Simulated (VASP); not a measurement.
Input of a VASP 6.6.1 run:

INCAR

```
SYSTEM = Zr2CrO3
PREC = Accurate ; ENCUT = 520
EDIFF = 1E-7 ; ISMEAR = 0
SIGMA = 0.1 ; LREAL = .FALSE.
LASPH = .TRUE. ; NELM = 150
ALGO = Normal ; ISIF = 2
LWAVE = .FALSE. ; LCHARG = .FALSE.
ISPIN = 2 ; MAGMOM = 0 0 4.17 0 0 0
LORBIT = 11 ; LMAXMIX = 4
GGA = PE ; NBANDS = 40
```

KPOINTS

```
regular mesh
0
G
  6 6 6
  0 0 0
```

Contents of POSCAR:

```
Zr2CrO3
1.0
    5.6385164552      0.0000000000      0.0000000000
   -2.8192582276      4.8830984899      0.0000000000
    0.0000000000      0.0000000000      2.9914193526
Zr Cr O
2 1 3
Direct
    0.3333333333      0.6666666667      0.0000000000
    0.6666666667      0.3333333333      0.0000000000
    0.0000000000      0.0000000000      0.0000000000
    0.5000000000      0.0000000000      0.5000000000
    0.5000000000      0.5000000000      0.5000000000
    0.0000000000      0.5000000000      0.5000000000
```

Potentials or basis: VASP PAW PBE potentials, release 64 (Zr_sv, Cr_pv, O).

Run with:

```bash
$ cat potpaw_PBE.64/Zr_sv/POTCAR potpaw_PBE.64/Cr_pv/POTCAR potpaw_PBE.64/O/POTCAR > POTCAR
$ mpirun -np 1 vasp_std > vasp.out
```

(1) What does it give for the pressure?

(2) What does it give for the site moments?

(3) What does it give for the net moment?

Answers

(1) 0.2 GPa.

(2) Zr +0.01; Cr +4.13; O +0.07 μB.

(3) 5.12 μB per cell.

Caveat: a cell with one magnetic atom can't hold antiferromagnetic order, which such compounds often take.
